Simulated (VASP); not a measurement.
# ZnS (Cm) in VASP: a series of runs

Runs on ZnS. Level: PBE. Tasks: single point.

All numbers are computed with VASP 6.6.1; they aren't measurements. Logs are shortened: lines on timing, memory, paths and dates and some standing lists are left out, and cuts for length are marked.

## 1. The cell of the first run

The structure is monoclinic, space group Cm (No. 8). The conventional cell has a = 6.625 Å, b = 3.825 Å, c = 9.434 Å, α = 90.00°, β = 96.72°, γ = 90.00°. Within 3.1 Å of Zn (site symmetry m) lie 4 S at 2.34 to 2.59 Å. Zn (site symmetry m) has 4 S at 2.34 Å within 3.1 Å. Zn (site symmetry m) has 4 S at 2.34 Å within 3.1 Å. S (site symmetry m) has 4 Zn at 2.34 to 2.59 Å within 3.1 Å. S (site symmetry m) has 4 Zn at 2.34 Å within 3.1 Å. Within 3.1 Å of S (site symmetry m) lie 4 Zn at 2.34 Å.

## 2. Single point, PBE (the part above a cut slid along it)

Contents of INCAR:

```
PREC     = Accurate       # precision mode
ENCUT    = 520            # plane-wave cutoff, eV
EDIFF    = 1E-6           # SCF threshold, eV
ISMEAR   = 0              # smearing method
SIGMA    = 0.05           # smearing width, eV
LREAL    = F              # projectors in reciprocal space
LASPH    = T              # aspherical terms in the spheres
NELM     = 100            # most SCF steps
ALGO     = Normal         # electronic algorithm
ISIF     = 2              # what is computed and relaxed
LWAVE    = F              # write WAVECAR
LCHARG   = F              # write CHGCAR
GGA      = PE             # functional
NBANDS   = 36             # bands
```

Contents of KPOINTS:

```
Automatic mesh
0
Gamma
  8 8 3
```

Contents of POSCAR:

```
ZnS
1.0
    2.7046500000     -2.7046500000      0.0000000000
    2.7046500000      0.0000000000     -2.7046500000
    6.3110303100      4.9584348450      4.9584348450
Zn S
3 3
Direct
    0.6458236100      0.6458236100      0.1250333333
   -0.1319763900     -0.1319763900      0.7917000000
    0.2569236100      0.2569236100      0.4583666667
    0.5207986100      0.5207986100      0.8750333333
    0.9096986100      0.9096986100      0.5417000000
    0.2985986100      0.2985986100      0.2083666667
```

Potentials or basis: VASP PAW PBE potentials, release 64 (Zn, S).

Started as:

```
$ cat potpaw_PBE.64/Zn/POTCAR potpaw_PBE.64/S/POTCAR > POTCAR
$ mpirun -np 1 vasp_std > vasp.out
```

OUTCAR:

```text
PREC = Accurate
   ENCUT = 520
   EDIFF = 1E-6
   ISMEAR = 0
   LREAL = F
   LASPH = T
   NELM = 100
   ISIF = 2
   GGA = PE

 ion  position               nearest neighbor table
   1  0.646  0.646  0.125-   6 2.34   6 2.34   6 2.34   4 2.59
   2  0.868  0.868  0.792-   4 2.34   4 2.34   4 2.34   5 2.34
   3  0.257  0.257  0.458-   5 2.34   5 2.34   5 2.34   6 2.34
   4  0.521  0.521  0.875-   2 2.34   2 2.34   2 2.34   1 2.59
   5  0.910  0.910  0.542-   3 2.34   3 2.34   3 2.34   2 2.34
   6  0.299  0.299  0.208-   3 2.34   1 2.34   1 2.34   1 2.34

  LATTYP: Found a base centered monoclinic cell.
 ALAT       =     6.6250124328
 B/A-ratio  =     0.5773502692
 C/A-ratio  =     1.4240045260
 COS(beta)  =    -0.1170642347

  Lattice vectors:

 A1 = (  -2.7046500000,   2.7046500000,   0.0000000000)
 A2 = (  -2.7046500000,   0.0000000000,   2.7046500000)
 A3 = (   6.3110303100,   4.9584348450,   4.9584348450)

Analysis of symmetry for initial positions (statically):
=====================================================================
 Subroutine PRICEL returns:
 Original cell was already a primitive cell.

 Routine SETGRP: Setting up the symmetry group for a
 base centered monoclinic supercell.

 Subroutine GETGRP returns: Found  2 space group operations
 (whereof  2 operations were pure point group operations)
 out of a pool of  4 trial point group operations.

The static configuration has the point symmetry C_1h.

Analysis of symmetry for dynamics (positions and initial velocities):
=====================================================================
 Subroutine PRICEL returns:
 Original cell was already a primitive cell.

 Routine SETGRP: Setting up the symmetry group for a
 base centered monoclinic supercell.

 Subroutine GETGRP returns: Found  2 space group operations
 (whereof  2 operations were pure point group operations)
 out of a pool of  4 trial point group operations.

The dynamic configuration has the point symmetry C_1h.

 Subroutine INISYM returns: Found  2 space group operations
 (whereof  2 operations are pure point group operations),
 and found     1 'primitive' translations

----------------------------------------------------------------------------------------

                                     Primitive cell
[... 93 lines left out ...]
   ISPIN  =      1    spin polarized calculation?
   LNONCOLLINEAR =      F non collinear calculations
   LSORBIT =      F    spin-orbit coupling
   LASPH  =      T    aspherical Exc in radial PAW
   ENCUT  =  520.0 eV  38.22 Ry    6.18 a.u.   7.11  7.11 17.54*2*pi/ulx,y,z
   NELM   =    100;   NELMIN=  2; NELMDL= -5     # of ELM steps
   EDIFF  = 0.1E-05   stopping-criterion for ELM
   LREAL  =      F    real-space projection
   EDIFFG = 0.1E-04   stopping-criterion for IOM
   NSW    =      0    number of steps for IOM
   IBRION =     -1    ionic relax: 0-MD 1-quasi-New 2-CG
   NFREE  =      0    steps in history (QN), initial steepest desc. (CG)
   ISIF   =      2    stress and relaxation
   ISYM   =      2    0-nonsym 1-usesym 2-fastsym
   POTIM  = 0.5000    time-step for ionic-motion
   TEBEG  =    0.0;   TEEND  =   0.0 temperature during run
   PSTRESS=    0.0 pullay stress
   NELECT =      54.0000    total number of electrons
   NUPDOWN=      -1.0000    fix difference up-down
   EMIN   =  10.00;   EMAX   =-10.00  energy-range for DOS
   EFERMI =   0.00;   METHOD = LEGACY
   ISMEAR =     0;   SIGMA  =   0.05  broadening in eV -4-tet -1-fermi 0-gaus
   EFERMI_NEDOS =   21; number of points for ismear=-14 and -15
   IALGO  =     38    algorithm
   IMIX   =      4    mixing-type and parameters
     AMIX     =   0.40;   BMIX     =  1.00
     AMIX_MAG =   1.60;   BMIX_MAG =  1.00
  volume/ion in A,a.u.               =      19.78       133.51
  Fermi-wavevector in a.u.,A,eV,Ry     =   1.259055  2.379268 21.568210  1.585219
  Thomas-Fermi vector in A             =   2.392634
   LORBIT       =      0    0 simple, 1 ext, 2 COOP (PROOUT), +10 PAW based schemes
   GGA     = PE    functional components
   LHFCALC =     F    Hartree Fock is set to
   AEXX    =    0.0000 exact exchange contribution
   IVDW    =     0    specifies the selected vdW correction
   LEPSILON=     F    determine dielectric tensor
   LRPA    =     F    only Hartree local field effects (RPA)
 non-spin polarized calculation
 Gauss-broadening in eV      SIGMA  =   0.05
  energy-cutoff  :      520.00
  volume of cell :      118.71
 maximum number of plane-waves:      3220
   NGX = 15   NGY = 15   NGZ = 35

 number of electron      54.0000000 magnetization

 Free energy of the ion-electron system (eV)
  ---------------------------------------------------
  ext. energy  EPLUGINS =         0.00000000
  ---------------------------------------------------
  free energy    TOTEN  =       -20.11371465 eV

  energy without entropy =      -20.11371465  energy(sigma->0) =      -20.11371465

 E-fermi :   2.6047     XC(G=0):  -9.6432

 val. band max:        2.3575875294   @ k =   0.0000   0.0000   0.0000
 cond. band min:       3.9015661172   @ k =   0.0000   0.0000   0.0000
 fundamental gap:      1.5439785878
 Fermi energy:         2.6046514123

 k-point     1 :       0.0000    0.0000    0.0000
  band No.  band energies     occupation
      1     -11.0488      2.00000
      2     -10.4221      2.00000
      3     -10.1542      2.00000
      4      -4.4041      2.00000
      5      -4.3941      2.00000
      6      -4.3234      2.00000
[... 925 lines left out ...]
     35       9.6083      0.00000
     36      10.1063      0.00000

 [... further k-points ...]
[... 5 lines left out ...]
  --------------------------------------------------------------------------------------
  -------------------------------------------------------------------------------------
  Total       -1.5332226      1.9189557      1.9189557     -0.3229463      1.4466947     -0.3229467
  in kB      -20.6933752     25.8994808     25.8994808     -4.3586950     19.5255384     -4.3586999
  external PRESSURE =      10.3685288 kB  Pullay stress =       0.0000000 kB

 VOLUME and BASIS-vectors are now :
 -----------------------------------------------------------------------------
  energy-cutoff  :      520.00
  volume of cell :      118.71
      direct lattice vectors                 reciprocal lattice vectors
     2.704650000 -2.704650000  0.000000000     0.112972104 -0.256761503  0.112972104
     2.704650000  0.000000000 -2.704650000     0.112972104  0.112972104 -0.256761503
     6.311030310  4.958434845  4.958434845     0.061622268  0.061622268  0.061622268

 POSITION                                       TOTAL-FORCE (eV/Angst)
 -----------------------------------------------------------------------------------
      4.28254     -1.12676     -1.12676        -0.434740     -0.005746     -0.005746
      9.69184      1.57789      1.57789        -0.032250     -0.023333     -0.023333
      4.28254      1.57789      1.57789         0.025581      0.101161      0.101161
      8.33952      2.93022      2.93022         0.751104     -0.125125     -0.125125
      8.33952      0.22557      0.22557        -0.052467     -0.085948     -0.085948
      2.93022      0.22557      0.22557        -0.257227      0.138990      0.138990
 -----------------------------------------------------------------------------------
    total drift:                               -0.000838      0.000667      0.000667

  FREE ENERGIE OF THE ION-ELECTRON SYSTEM (eV)
  ---------------------------------------------------
  free  energy   TOTEN  =       -20.1137146466 eV

  energy  without entropy=      -20.1137146466  energy(sigma->0) =      -20.11371465
```

OSZICAR:

```text
N       E                     dE             d eps       ncg     rms          rms(c)
DAV:   1     0.413604712006E+03    0.41360E+03   -0.25137E+04  4104   0.181E+03
DAV:   2     0.290219813241E+02   -0.38458E+03   -0.36988E+03  4104   0.403E+02
DAV:   3    -0.196490464811E+02   -0.48671E+02   -0.48036E+02  4660   0.137E+02
DAV:   4    -0.214633391329E+02   -0.18143E+01   -0.18076E+01  5016   0.264E+01
DAV:   5    -0.214909445233E+02   -0.27605E-01   -0.27592E-01  4960   0.327E+00    0.119E+01
DAV:   6    -0.201079878980E+02    0.13830E+01   -0.27566E+00  6036   0.406E+01    0.920E+00
DAV:   7    -0.201410451853E+02   -0.33057E-01   -0.27013E+00  4596   0.778E+00    0.374E+00
DAV:   8    -0.201122351630E+02    0.28810E-01   -0.16166E-01  5360   0.413E+00    0.106E+00
DAV:   9    -0.201129911228E+02   -0.75596E-03   -0.35326E-02  5480   0.259E+00    0.315E-01
DAV:  10    -0.201133757586E+02   -0.38464E-03   -0.40688E-03  4860   0.898E-01    0.160E-01
DAV:  11    -0.201136301731E+02   -0.25441E-03   -0.57982E-04  5224   0.513E-01    0.621E-02
DAV:  12    -0.201137066139E+02   -0.76441E-04   -0.24737E-04  4748   0.223E-01    0.316E-02
DAV:  13    -0.201137086772E+02   -0.20633E-05   -0.29652E-05  5668   0.743E-02    0.223E-02
DAV:  14    -0.201137144167E+02   -0.57395E-05   -0.12613E-05  4496   0.422E-02    0.434E-03
DAV:  15    -0.201137146466E+02   -0.22991E-06   -0.12841E-06  3400   0.147E-02
   1 F= -.20113715E+02 E0= -.20113715E+02  d E =-.365815E-14
```

It took 3 min on 1 thread of AMD EPYC 7R13 (Zen 3), shared host; peak memory 0.31 GiB.

Results:

```
Free energy            : -20.1137 eV
Pressure               : 1.0 GPa
Largest force          : 0.772 eV/Å
Band gap on the k mesh : 1.54 eV
```

Forces in eV/Å, atoms in the order of the input:
```
Zn  -0.435 -0.006 -0.006
Zn  -0.032 -0.023 -0.023
Zn   0.026  0.101  0.101
S    0.751 -0.125 -0.125
S   -0.052 -0.086 -0.086
S   -0.257  0.139  0.139
```

Stress tensor (GPa, compression positive):
```
-2.07 -0.44 -0.44
-0.44  2.59  1.95
-0.44  1.95  2.59
```

Levels at points of the mesh, in eV from the valence-band top:
```tsv
k point	band 25	band 26	band 27	band 28	band 29	band 30
(0.00, 0.00, 0.00)	-0.44	-0.31	0.00	1.54	3.05	3.27
(0.50, 0.00, 0.00)	-1.95	-1.34	-1.31	2.60	3.51	3.82
(0.50, 0.50, 0.00)	-1.60	-1.39	-1.32	2.89	3.57	3.89
```

Caveat: the cell differs from its parent crystal (the part above a cut slid along it).

## 3. Single point, PBE (the part above a cut slid along it)

Contents of INCAR:

```
SYSTEM = ZnS
  PREC = Accurate
  ENCUT = 520
  EDIFF = 1E-6
  ISMEAR = 0
  SIGMA = 0.05
  LREAL = .False.
  LASPH = .True.
  NELM = 60
  ALGO = Normal
  ISIF = 2
  LWAVE = .False.
  LCHARG = .False.
  GGA = PE
  NBANDS = 36
```

Contents of KPOINTS:

```
regular mesh
0
Gamma
  8 8 3
  0 0 0
```

Contents of POSCAR:

```
ZnS
1.0
    2.7046500000     -2.7046500000      0.0000000000
    2.7046500000      0.0000000000     -2.7046500000
    8.1139500000      4.0569750000      4.0569750000
Zn S
3 3
Direct
    0.6041500000      0.6041500000      0.1250333333
   -0.3958500000     -0.3958500000      0.7917000000
    0.1041500000      0.1041500000      0.4583666667
    0.2291500000      0.2291500000      0.8750333333
    0.7291500000      0.7291500000      0.5417000000
    0.2291500000      0.2291500000      0.2083666667
```

Potentials or basis: VASP PAW PBE potentials, release 64 (Zn, S).

Started as:

```
$ cat potpaw_PBE.64/Zn/POTCAR potpaw_PBE.64/S/POTCAR > POTCAR
$ mpirun -np 1 vasp_std > vasp.out
```

It took 3.2 min on 1 thread of AMD EPYC 7R13 (Zen 3), shared host; peak memory 0.33 GiB.

Results (log left out):

```
Free energy            : -19.8220 eV
Pressure               : 0.8 GPa
Largest force          : 0.276 eV/Å
Band gap on the k mesh : 1.34 eV
```

Forces on the atoms (eV/Å):
```
Zn  -0.102 -0.020 -0.020
Zn  -0.147  0.041  0.041
Zn   0.177  0.117  0.117
S    0.072  0.184  0.184
S   -0.125 -0.149 -0.149
S    0.125 -0.174 -0.174
```

Stress tensor (GPa, compression positive):
```
 2.86  0.76  0.76
 0.76 -0.27  0.87
 0.76  0.87 -0.27
```

Levels at points of the mesh, in eV from the valence-band top:
```
           k point  band 23  band 24  band 25  band 26  band 27  band 28  band 29  band 30  band 31  band 32
(0.00, 0.00, 0.00)    -0.71    -0.62    -0.33    -0.23     0.00     1.34     2.99     3.31     5.99     6.24
(0.50, 0.00, 0.00)    -2.44    -1.92    -1.75    -1.28    -1.06     1.85     3.52     3.82     4.52     5.52
(0.50, 0.50, 0.00)    -2.55    -2.52    -1.65    -1.35    -0.69     2.02     3.61     3.91     4.49     5.04
```

Caveat: the cell differs from its parent crystal (the part above a cut slid along it).
